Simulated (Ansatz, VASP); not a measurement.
## One calculation of Ga4Sb3P, two programs

Contents of POSCAR:

```
Ga4Sb3P
1.0
    4.2187792440      0.0000000000      0.0000000000
    0.0000000000      8.4425013881      0.0000000000
    0.0000000000      0.0000000000      5.9430998880
P Ga Sb
1 4 3
Direct
    0.0000000000      0.0000000000      0.0009949676
    0.5000000000      0.0000000000      0.7861233012
    0.0000000000      0.7707439661      0.2369145066
    0.5000000000      0.5000000000      0.7378858369
    0.0000000000      0.2292560339      0.2369145066
    0.5000000000      0.7610286719      0.5003011288
    0.0000000000      0.5000000000      0.0005646233
    0.5000000000      0.2389713281      0.5003011288
```

Contents of INCAR.step1:

```
SYSTEM = Ga4Sb3P
PREC = Accurate
ENCUT = 520
ISMEAR = -1
SIGMA = 0.02
LREAL = .FALSE.
LASPH = .TRUE.
NELM = 80
NBANDS = 46
GGA = PE
ALGO = Normal
EDIFF = 1E-4
LWAVE = .TRUE.
LCHARG = .FALSE.
```

The input INCAR.step2:

```
SYSTEM = Ga4Sb3P
PREC = Accurate
ENCUT = 520
EDIFF = 1E-6
ISMEAR = -1
SIGMA = 0.02
LREAL = .FALSE.
LASPH = .TRUE.
NELM = 80
ALGO = Normal
ISIF = 2
LWAVE = .FALSE.
LCHARG = .TRUE.
METAGGA = R2SCAN
LMIXTAU = .TRUE.
LELF = .TRUE.
LVHAR = .TRUE.
NBANDS = 46
ISTART = 1
```

The input KPOINTS:

```
Automatic mesh
0
G
  6 4 4
  0 0 0
```

Input for Ansatz:

```yaml
crystal:
  lattice:
    - [4.218779244, 0.0, 0.0]
    - [0.0, 8.4425013881, 0.0]
    - [0.0, 0.0, 5.943099888]
  atoms:
    - { symbol: P, position: [0.0, 0.0, 0.0009949676] }
    - { symbol: Ga, position: [0.5, 0.0, 0.7861233012] }
    - { symbol: Sb, position: [0.5, 0.7610286719, 0.5003011288] }
    - { symbol: Ga, position: [0.0, 0.7707439661, 0.2369145066] }
    - { symbol: Sb, position: [0.0, 0.5, 0.0005646233] }
    - { symbol: Ga, position: [0.5, 0.5, 0.7378858369] }
    - { symbol: Sb, position: [0.5, 0.2389713281, 0.5003011288] }
    - { symbol: Ga, position: [0.0, 0.2292560339, 0.2369145066] }
kpoints:
  mp_grid: { grid: [6, 4, 4] }
  band_path:
    path:
      - [0.0, 0.0, 0.0]
      - [0.5, 0.0, 0.0]
      - [0.5, 0.5, 0.0]
      - [0.0, 0.5, 0.0]
      - [0.0, 0.0, 0.5]
      - [0.5, 0.0, 0.5]
      - [0.5, 0.5, 0.5]
      - [0.0, 0.5, 0.5]
      - [0.0, 0.05, 0.0]
    npoints: 1
hamiltonian:
  xc: r2scan
scf:
  occupations: { method: fermi_dirac, width: 0.02 }
  n_extra_bands: 6
output:
  forces: true
  stress: true
  eigenvalues: true
```

Alike in both runs: task single point; functional r2SCAN; k mesh 6 × 4 × 4; occupations fermi-dirac, width 0.02 eV; no spin polarisation.

|  | VASP | Ansatz |
| --- | --- | --- |
| version | VASP 6.6.1 | Ansatz 0.2.0 |
| potentials or method | VASP PAW PBE potentials, release 64 (P, Ga_d, Sb) | plane waves, PAW |
| plane-wave cutoff (eV) | 520 | 500 |
| valence electrons in the cell | 72 | 102 |

```tsv
	VASP	Ansatz	Ansatz less VASP
pressure (GPa)	0.1	0.0	-0.09
rms of the force components (eV/Å)	0.005	0.001	-0.0045
```

VASP's potentials were made for PBE, not for r2SCAN. The functional is the same, so the differences come from potentials, cutoffs and numerics. VASP's potentials hold 72 valence electrons a cell and Ansatz's 102, so a difference there can come from the potentials and not from the codes.

Spin-orbit coupling is off throughout.
